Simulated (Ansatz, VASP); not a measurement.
**One calculation of Nb, two programs**

INCAR

```
SYSTEM = Nb
  ALGO = Normal
  EDIFF = 1E-6
  ENCUT = 520
  GGA = PS
  ISIF = 2
  ISMEAR = -1
  ISPIN = 2
  LASPH = .True.
  LCHARG = .True.
  LELF = .True.
  LMAXMIX = 4
  LORBIT = 11
  LREAL = .False.
  LVHAR = .True.
  LWAVE = .False.
  MAGMOM = 1
  NBANDS = 16
  NELM = 150
  PREC = Accurate
  SIGMA = 0.05
```

File KPOINTS:

```
k-points
0
Gamma
  22 22 22
  0 0 0
```

File POSCAR:

```
Nb
1.0
   -1.6123291233      1.6123291233      1.6123291233
    1.6123291233     -1.6123291233      1.6123291233
    1.6123291233      1.6123291233     -1.6123291233
Nb
1
Direct
    0.0000000000      0.0000000000      0.0000000000
```

Input for Ansatz:

```yaml
crystal:
  lattice:
    - [-1.6123291233, 1.6123291233, 1.6123291233]
    - [1.6123291233, -1.6123291233, 1.6123291233]
    - [1.6123291233, 1.6123291233, -1.6123291233]
  atoms:
    - { symbol: Nb, position: [0.0, 0.0, 0.0], spin: 1.0 }
hamiltonian:
  xc: pbesol
  pseudopotentials:
    kind: paw
    azcp:
      Nb: "pseudopotentials/Nb.paw.azcp"
basis:
  ecutwfc: 420
  fft_grid_basis: typed
kpoints:
  mp_grid: { grid: [22, 22, 22], shift: [0, 0, 0] }
magnetization:
  spin_polarized: true
scf:
  occupations: { method: fermi_dirac, width: 0.05 }
output:
  stress: true
```

Alike in both runs: task single point; functional PBEsol; k mesh 22 × 22 × 22; occupations fermi-dirac, width 0.05 eV; collinear spin.

|  | VASP | Ansatz |
| --- | --- | --- |
| version | VASP 6.6.1 | Ansatz 0.2.0 |
| potentials or method | VASP PAW PBE potentials, release 64 (Nb_sv), cutoff 520 eV | plane waves (420 eV) with PAW, scalar-relativistic |
| valence electrons in the cell | 13 | 13 |

|  | VASP | Ansatz | Ansatz less VASP |
| --- | --- | --- | --- |
| pressure (GPa) | 8.3 | 8.6 | +0.32 |
| net moment per atom (μB) | 0.00 | 0.00 | 0.000 |

VASP's potentials were made for PBE, not for PBEsol, and Ansatz warns of the same on its side. The functional is the same, so the differences come from potentials, cutoffs and numerics. Ansatz's warnings: seeded moment not kept.
